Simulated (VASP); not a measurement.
Set up this calculation in VASP 6.6.1, as the native input.

```yaml
Task: single point
Functional: r2SCAN
Potentials_or_basis: VASP PAW PBE potentials, release 64 (H)
Cutoff: 520 eV
k_mesh: 10 × 10 × 10
Occupations: gaussian, width 0.02 eV
Spin: no spin polarisation
Dipole_correction: no
Further_INCAR_settings: ALGO = Normal; EDIFF = 1e-06; NBANDS = 8
```

Crystal: H.

```
H
1.0
    -1.82486    1.82486    2.34024
     1.82486   -1.82486    2.34024
     1.82486    1.82486   -2.34024
H
2
Direct
  0.92075 0.92075 0.00000
  0.07925 0.07925 0.00000
```

These files were run (other wordings do the same):

POSCAR

```
H
1.0
   -1.8248646582      1.8248646582      2.3402374003
    1.8248646582     -1.8248646582      2.3402374003
    1.8248646582      1.8248646582     -2.3402374003
H
2
Direct
    0.9207517680      0.9207517680      0.0000000000
    0.0792482320      0.0792482320      0.0000000000
```

INCAR.step1

```
SYSTEM = H
PREC = Accurate
ENCUT = 520
ISMEAR = 0
SIGMA = 0.02
LREAL = .False.
LASPH = .True.
NELM = 100
NBANDS = 8
GGA = PE
ALGO = Normal
EDIFF = 1E-4
LWAVE = .True.
LCHARG = .False.
```

INCAR.step2

```
SYSTEM = H
PREC = Accurate
ENCUT = 520
EDIFF = 1E-6
ISMEAR = 0
SIGMA = 0.02
LREAL = .False.
LASPH = .True.
NELM = 100
ALGO = Normal
ISIF = 2
LWAVE = .False.
LCHARG = .False.
METAGGA = R2SCAN
LMIXTAU = .True.
NBANDS = 8
ISTART = 1
```

KPOINTS

```
regular mesh
0
Gamma
  10 10 10
  0 0 0
```

Potentials or basis: VASP PAW PBE potentials, release 64 (H).

The run is started by

```console
$ cat potpaw_PBE.64/H/POTCAR > POTCAR
$ cp INCAR.step1 INCAR
$ mpirun -np 1 vasp_std > vasp.out
$ cp INCAR.step2 INCAR
$ mpirun -np 1 vasp_std > vasp.out
```

It gave:

- Pressure: -0.1 GPa
- Largest force: 0.006 eV/Å
- Band gap on the k mesh: 10.30 eV, indirect (least direct gap 10.75 eV)

Caveat: the PAW data sets were made with another functional, which shifts forces and pressure a little.

Run time: 71 s on 1 thread of AMD EPYC 9R45 96-Core Processor (Zen 5), with other jobs on the host, peak memory 0.13 GiB.
